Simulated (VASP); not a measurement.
# TePb (Fm-3m) in VASP: notebook

TePb is run at these levels: r2SCAN; tasks: single point.

Program: VASP 6.6.1. These are calculated values, not measurements. Logs are shortened: lines on timing, memory, paths and dates and some standing lists are left out, and cuts for length are marked.

**1. The cell of the first run**

The structure is cubic, space group Fm-3m (No. 225). Conventional cell: a = 6.547 Å, b = 6.547 Å, c = 6.547 Å, α = 90.00°, β = 90.00°, γ = 90.00°. Pb (site symmetry m-3m) has 6 Te at 3.27 Å within 4.3 Å. Within 4.3 Å of Te (site symmetry m-3m) lie 6 Pb at 3.27 Å.

**2. Single point, r2SCAN**

File POSCAR:

```
TePb
1.0
    0.0000000000      3.2735180337      3.2735180337
    3.2735180337      0.0000000000      3.2735180337
    3.2735180337      3.2735180337      0.0000000000
Pb Te
1 1
Direct
    0.0000000000      0.0000000000      0.0000000000
    0.5000000000      0.5000000000      0.5000000000
```

File INCAR.step1:

```
SYSTEM = TePb
PREC     = Accurate       ! precision mode
ENCUT    = 520            ! plane-wave cutoff, eV
ISMEAR   = -1             ! smearing method
SIGMA    = 0.05           ! smearing width, eV
LREAL    = .FALSE.        ! projectors in reciprocal space
LASPH    = .TRUE.         ! aspherical terms in the spheres
NELM     = 100            ! most SCF steps
NBANDS   = 17             ! bands
GGA      = PE             ! functional
ALGO     = Normal         ! electronic algorithm
EDIFF    = 1E-4           ! SCF threshold, eV
LWAVE    = .TRUE.         ! write WAVECAR
LCHARG   = .FALSE.        ! write CHGCAR
```

File INCAR.step2:

```
SYSTEM = TePb
PREC     = Accurate       ! precision mode
ENCUT    = 520            ! plane-wave cutoff, eV
EDIFF    = 1E-6           ! SCF threshold, eV
ISMEAR   = -1             ! smearing method
SIGMA    = 0.05           ! smearing width, eV
LREAL    = .FALSE.        ! projectors in reciprocal space
LASPH    = .TRUE.         ! aspherical terms in the spheres
NELM     = 100            ! most SCF steps
ALGO     = Normal         ! electronic algorithm
ISIF     = 2              ! what is computed and relaxed
LWAVE    = .FALSE.        ! write WAVECAR
LCHARG   = .FALSE.        ! write CHGCAR
METAGGA  = R2SCAN         ! meta-GGA
LMIXTAU  = .TRUE.       
NBANDS   = 17             ! bands
ISTART   = 1
```

File KPOINTS:

```
regular mesh
0
G
  7 7 7
  0 0 0
```

Potentials or basis: VASP PAW PBE potentials, release 64 (Pb_d, Te).

Launch:

```sh
cat potpaw_PBE.64/Pb_d/POTCAR potpaw_PBE.64/Te/POTCAR > POTCAR
cp INCAR.step1 INCAR
mpirun -np 1 vasp_std > vasp.out
cp INCAR.step2 INCAR
mpirun -np 1 vasp_std > vasp.out
```

OUTCAR:

```text
SYSTEM = TePb
   PREC = Accurate
   ENCUT = 520
   EDIFF = 1E-6
   ISMEAR = -1
   LREAL = .FALSE.
   LASPH = .TRUE.
   NELM = 100
   ISIF = 2
   METAGGA = R2SCAN
   ISTART = 1

 ion  position               nearest neighbor table
   1  0.000  0.000  0.000-   2 3.27   2 3.27   2 3.27   2 3.27   2 3.27   2 3.27
   2  0.500  0.500  0.500-   1 3.27   1 3.27   1 3.27   1 3.27   1 3.27   1 3.27

  LATTYP: Found a face centered cubic cell.
 ALAT       =     6.5470360674

  Lattice vectors:

 A1 = (   0.0000000000,   3.2735180337,   3.2735180337)
 A2 = (   3.2735180337,   0.0000000000,   3.2735180337)
 A3 = (   3.2735180337,   3.2735180337,   0.0000000000)

Analysis of symmetry for initial positions (statically):
=====================================================================
 Subroutine PRICEL returns:
 Original cell was already a primitive cell.

 Routine SETGRP: Setting up the symmetry group for a
 face centered cubic supercell.

 Subroutine GETGRP returns: Found 48 space group operations
 (whereof 48 operations were pure point group operations)
 out of a pool of 48 trial point group operations.

The static configuration has the point symmetry O_h .

Analysis of symmetry for dynamics (positions and initial velocities):
=====================================================================
 Subroutine PRICEL returns:
 Original cell was already a primitive cell.

 Routine SETGRP: Setting up the symmetry group for a
 face centered cubic supercell.

 Subroutine GETGRP returns: Found 48 space group operations
 (whereof 48 operations were pure point group operations)
 out of a pool of 48 trial point group operations.

The dynamic configuration has the point symmetry O_h .

 Subroutine INISYM returns: Found 48 space group operations
 (whereof 48 operations are pure point group operations),
 and found     1 'primitive' translations

----------------------------------------------------------------------------------------

                                     Primitive cell

  volume of cell :      70.1575

  direct lattice vectors                    reciprocal lattice vectors
     0.000000000  3.273518034  3.273518034    -0.152740872  0.152740872  0.152740872
     3.273518034  0.000000000  3.273518034     0.152740872 -0.152740872  0.152740872
     3.273518034  3.273518034  0.000000000     0.152740872  0.152740872 -0.152740872

  length of vectors
[... 73 lines left out ...]
   LSORBIT =      F    spin-orbit coupling
   LASPH  =      T    aspherical Exc in radial PAW
   ENCUT  =  520.0 eV  38.22 Ry    6.18 a.u.   8.61  8.61  8.61*2*pi/ulx,y,z
   NELM   =    100;   NELMIN=  2; NELMDL=  0     # of ELM steps
   EDIFF  = 0.1E-05   stopping-criterion for ELM
   LREAL  =      F    real-space projection
   EDIFFG = 0.1E-04   stopping-criterion for IOM
   NSW    =      0    number of steps for IOM
   IBRION =     -1    ionic relax: 0-MD 1-quasi-New 2-CG
   NFREE  =      0    steps in history (QN), initial steepest desc. (CG)
   ISIF   =      2    stress and relaxation
   ISYM   =      2    0-nonsym 1-usesym 2-fastsym
   POTIM  = 0.5000    time-step for ionic-motion
   TEBEG  =    0.0;   TEEND  =   0.0 temperature during run
   PSTRESS=    0.0 pullay stress
   NELECT =      20.0000    total number of electrons
   NUPDOWN=      -1.0000    fix difference up-down
   EMIN   =  10.00;   EMAX   =-10.00  energy-range for DOS
   EFERMI =   0.00;   METHOD = LEGACY
   ISMEAR =    -1;   SIGMA  =   0.05  broadening in eV -4-tet -1-fermi 0-gaus
   EFERMI_NEDOS =   21; number of points for ismear=-14 and -15
   IALGO  =     38    algorithm
   IMIX   =      4    mixing-type and parameters
     AMIX     =   0.40;   BMIX     =  1.00
     AMIX_MAG =   1.60;   BMIX_MAG =  1.00
  volume/ion in A,a.u.               =      35.08       236.72
  Fermi-wavevector in a.u.,A,eV,Ry     =   1.077441  2.036068 15.794714  1.160879
  Thomas-Fermi vector in A             =   2.213353
   LORBIT       =      0    0 simple, 1 ext, 2 COOP (PROOUT), +10 PAW based schemes
   METAGGA = R2SCAN    functional components
   LHFCALC =     F    Hartree Fock is set to
   AEXX    =    0.0000 exact exchange contribution
   IVDW    =     0    specifies the selected vdW correction
   LEPSILON=     F    determine dielectric tensor
   LRPA    =     F    only Hartree local field effects (RPA)
 non-spin polarized calculation
  energy-cutoff  :      520.00
  volume of cell :       70.16
 maximum number of plane-waves:      1917
   NGX = 17   NGY = 17   NGZ = 17

 number of electron      20.0000001 magnetization

 Free energy of the ion-electron system (eV)
  ---------------------------------------------------
  ext. energy  EPLUGINS =         0.00000000
  ---------------------------------------------------
  free energy    TOTEN  =       -82.70650620 eV

  energy without entropy =      -82.70650607  energy(sigma->0) =      -82.70650613

 E-fermi :   5.5877     XC(G=0):  -9.6282

 val. band max:        4.9175871492   @ k =   0.4286   0.0000   0.0000
 cond. band min:       6.2477532368   @ k =   0.4286   0.0000   0.0000
 fundamental gap:      1.3301660876
 Fermi energy:         5.5877275934

 k-point     1 :       0.0000    0.0000    0.0000
  band No.  band energies     occupation
      1     -12.3060      2.00000
      2     -12.3060      2.00000
      3     -12.2973      2.00000
      4     -12.2973      2.00000
      5     -12.2973      2.00000
      6      -7.1767      2.00000
[... 377 lines left out ...]
      4     -12.2873      2.00000
      5     -12.2765      2.00000
      6      -5.4177      2.00000
[... 9 lines left out ...]
     16      15.8343      0.00000
     17      16.2735      0.00000

------------------------ aborting loop because EDIFF is reached ----------------------------------------

  FORCE on cell =-STRESS in cart. coord.  units (eV):
  Direction    XX          YY          ZZ          XY          YZ          ZX
  --------------------------------------------------------------------------------------
  -------------------------------------------------------------------------------------
  Total       -0.1105066     -0.1105066     -0.1105066     -0.0000000      0.0000000     -0.0000000
  in kB       -2.5236232     -2.5236232     -2.5236232     -0.0000000      0.0000000     -0.0000000
  external PRESSURE =      -2.5236232 kB  Pullay stress =       0.0000000 kB

 VOLUME and BASIS-vectors are now :
 -----------------------------------------------------------------------------
  energy-cutoff  :      520.00
  volume of cell :       70.16
      direct lattice vectors                 reciprocal lattice vectors
     0.000000000  3.273518034  3.273518034    -0.152740872  0.152740872  0.152740872
     3.273518034  0.000000000  3.273518034     0.152740872 -0.152740872  0.152740872
     3.273518034  3.273518034  0.000000000     0.152740872  0.152740872 -0.152740872

 POSITION                                       TOTAL-FORCE (eV/Angst)
 -----------------------------------------------------------------------------------
      0.00000      0.00000      0.00000         0.000000      0.000000      0.000000
      3.27352      3.27352      3.27352        -0.000000      0.000000     -0.000000
 -----------------------------------------------------------------------------------
    total drift:                               -0.000000      0.000000      0.000000

  FREE ENERGIE OF THE ION-ELECTRON SYSTEM (eV)
  ---------------------------------------------------
  free  energy   TOTEN  =       -82.7065061977 eV

  energy  without entropy=      -82.7065060707  energy(sigma->0) =      -82.70650613
```

OUTCAR.step1:

```text
SYSTEM = TePb
   PREC = Accurate
   ENCUT = 520
   ISMEAR = -1
   LREAL = .FALSE.
   LASPH = .TRUE.
[... 613 lines left out ...]
      0.00000      0.00000      0.00000         0.000000      0.000000      0.000000
      3.27352      3.27352      3.27352        -0.000000     -0.000000      0.000000
 -----------------------------------------------------------------------------------
    total drift:                               -0.000000      0.000000      0.000000

  FREE ENERGIE OF THE ION-ELECTRON SYSTEM (eV)
  ---------------------------------------------------
  free  energy   TOTEN  =        -7.5231514159 eV

  energy  without entropy=       -7.5231497546  energy(sigma->0) =       -7.52315059
```

OSZICAR.step1:

```text
N       E                     dE             d eps       ncg     rms          rms(c)
DAV:   1     0.150384909344E+03    0.15038E+03   -0.90377E+03   680   0.112E+03
DAV:   2     0.280255595722E+01   -0.14758E+03   -0.14281E+03   701   0.292E+02
DAV:   3    -0.737931554657E+01   -0.10182E+02   -0.10132E+02   924   0.829E+01
DAV:   4    -0.765226163028E+01   -0.27295E+00   -0.27282E+00   846   0.153E+01
DAV:   5    -0.766197809334E+01   -0.97165E-02   -0.97157E-02   967   0.255E+00    0.307E+00
DAV:   6    -0.752448026159E+01    0.13750E+00   -0.31099E-01   973   0.371E+00    0.187E+00
DAV:   7    -0.752105282821E+01    0.34274E-02   -0.88607E-02   800   0.139E+00    0.901E-01
DAV:   8    -0.752333853499E+01   -0.22857E-02   -0.10739E-02   825   0.103E+00    0.159E-01
DAV:   9    -0.752310834827E+01    0.23019E-03   -0.17528E-03   960   0.421E-01    0.715E-02
DAV:  10    -0.752315141594E+01   -0.43068E-04   -0.19457E-04   720   0.103E-01
   1 F= -.75231514E+01 E0= -.75231506E+01  d E =-.166138E-05
```

Run time: 3.4 min. Hardware: 1 thread of Intel Xeon 8259CL, shared host; peak memory 0.2 GiB.

What came out:

* Free energy: -82.7065 eV
* Pressure: -0.3 GPa

Caveat: this odd mesh misses L, so gap, dielectric constants and Born charges aren't listed; the PAW data sets were made with another functional, which shifts forces and pressure a little; spin-orbit coupling is left out, which moves the levels of the heavy elements.

**3. Single point, r2SCAN**

This run uses another cell than the first one, of 35.75 Å³/atom.

File POSCAR:

```
TePb
1.0
    0.0000000000      3.2943690292      3.2943690292
    3.2943690292      0.0000000000      3.2943690292
    3.2943690292      3.2943690292      0.0000000000
Pb Te
1 1
Direct
    0.0000000000      0.0000000000      0.0000000000
    0.5000000000      0.5000000000      0.5000000000
```

File INCAR.step1:

```
  PREC = Accurate
  ENCUT = 520
  ISMEAR = -1
  SIGMA = 0.05
  LREAL = F
  LASPH = T
  NELM = 60
  NBANDS = 17
  GGA = PE
  ALGO = Normal
  EDIFF = 1E-4
  LWAVE = T
  LCHARG = F
```

File INCAR.step2:

```
  PREC = Accurate
  ENCUT = 520
  EDIFF = 1E-6
  ISMEAR = -1
  SIGMA = 0.05
  LREAL = F
  LASPH = T
  NELM = 60
  ALGO = Normal
  ISIF = 2
  LWAVE = F
  LCHARG = T
  METAGGA = R2SCAN
  LMIXTAU = T
  LELF = T
  LVHAR = T
  NBANDS = 17
  ISTART = 1
```

File KPOINTS:

```
regular mesh
0
Gamma
  7 7 7
```

Potentials or basis: VASP PAW PBE potentials, release 64 (Pb_d, Te).

Launch:

```sh
cat potpaw_PBE.64/Pb_d/POTCAR potpaw_PBE.64/Te/POTCAR > POTCAR
cp INCAR.step1 INCAR
mpirun -np 1 vasp_std > vasp.out
cp INCAR.step2 INCAR
mpirun -np 1 vasp_std > vasp.out
```

Wall time 4.3 min (1 thread of Intel Xeon 8259CL, shared host); peak memory 0.2 GiB.

Results (log left out):

- Free energy: -82.7015 eV
- Pressure: -1.0 GPa

Levels at points of the mesh, in eV from the Fermi level:
```tsv
k point	band 6	band 7	band 8	band 9	band 10	band 11	band 12	band 13	band 14	band 15
(0.00, 0.00, 0.00)	-12.62	-6.39	-1.86	-1.86	-1.86	3.68	3.68	3.68	5.72	5.72
```

Caveat: this odd mesh misses L, so gap, dielectric constants and Born charges aren't listed; the PAW data sets were made with another functional, which shifts forces and pressure a little; spin-orbit coupling is left out, which moves the levels of the heavy elements.
